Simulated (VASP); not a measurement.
Input of a VASP 6.6.1 run:

INCAR

```
SYSTEM = KMgF3
  ALGO = Normal
  EDIFF = 1E-6
  ENCUT = 520
  GGA = PE
  ISIF = 2
  ISMEAR = 0
  IVDW = 12
  LASPH = .True.
  LCHARG = .True.
  LELF = .True.
  LREAL = .False.
  LVHAR = .True.
  LWAVE = .False.
  NBANDS = 24
  NELM = 60
  PREC = Accurate
  SIGMA = 0.01
```

KPOINTS

```
k-points
0
Gamma
  6 6 6
  0 0 0
```

POSCAR

```
KMgF3
1.0
    4.0325305745      0.0000000000      0.0000000000
    0.0000000000      4.0325305745      0.0000000000
    0.0000000000      0.0000000000      4.0325305745
K Mg F
1 1 3
Direct
    0.5000000000      0.5000000000      0.5000000000
    0.0000000000      0.0000000000      0.0000000000
    0.5000000000      0.0000000000      0.0000000000
    0.0000000000      0.5000000000      0.0000000000
    0.0000000000      0.0000000000      0.5000000000
```

Potentials or basis: VASP PAW PBE potentials, release 64 (K_sv, Mg, F).

Run with:

```sh
$ cat potpaw_PBE.64/K_sv/POTCAR potpaw_PBE.64/Mg/POTCAR potpaw_PBE.64/F/POTCAR > POTCAR
$ mpirun -np 1 vasp_std > vasp.out
```

Estimate the pressure.

-1.2 GPa.

Predict the band gap on the k mesh.

7.04 eV (least direct gap 7.37 eV).

What does it give for the dispersion energy per atom?

-0.161 eV.

A k mesh can miss the band edges.
